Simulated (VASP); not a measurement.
A run of VASP 6.6.1 is set up as follows.

INCAR

```
SYSTEM = NbRu
  PREC = Accurate
  ENCUT = 520
  EDIFF = 1E-6
  ISMEAR = -1
  SIGMA = 0.03
  LREAL = .FALSE.
  LASPH = .TRUE.
  NELM = 100
  ALGO = Normal
  ISIF = 2
  LWAVE = .FALSE.
  LCHARG = .FALSE.
  GGA = PS
  NBANDS = 20
```

File KPOINTS:

```
regular mesh
0
G
  11 11 11
  0 0 0
```

Contents of POSCAR:

```
NbRu
1.0
    3.2158400000      0.0000000000      0.0000000000
    0.0000000000      3.2158400000      0.0000000000
    0.0000000000      0.0000000000      3.1840000000
Nb Ru
1 1
Direct
    0.0000000000      0.0000000000      0.0000000000
    0.5000000000      0.5000000000      0.5000000000
```

Potentials or basis: VASP PAW PBE potentials, release 64 (Nb_sv, Ru_pv).

The run is started by

```console
$ cat potpaw_PBE.64/Nb_sv/POTCAR potpaw_PBE.64/Ru_pv/POTCAR > POTCAR
$ mpirun -np 1 vasp_std > vasp.out
```

Problem. Predict the pressure.

Solution. -14.2 GPa.

Stress tensor (GPa, compression positive):
```
-14.08   0.00   0.00
  0.00 -14.08   0.00
  0.00   0.00 -14.30
```

Caveat: the cell differs from its parent crystal (equal xx and yy strain of +1 %); the PAW data sets were made with another functional, which shifts forces and pressure a little.
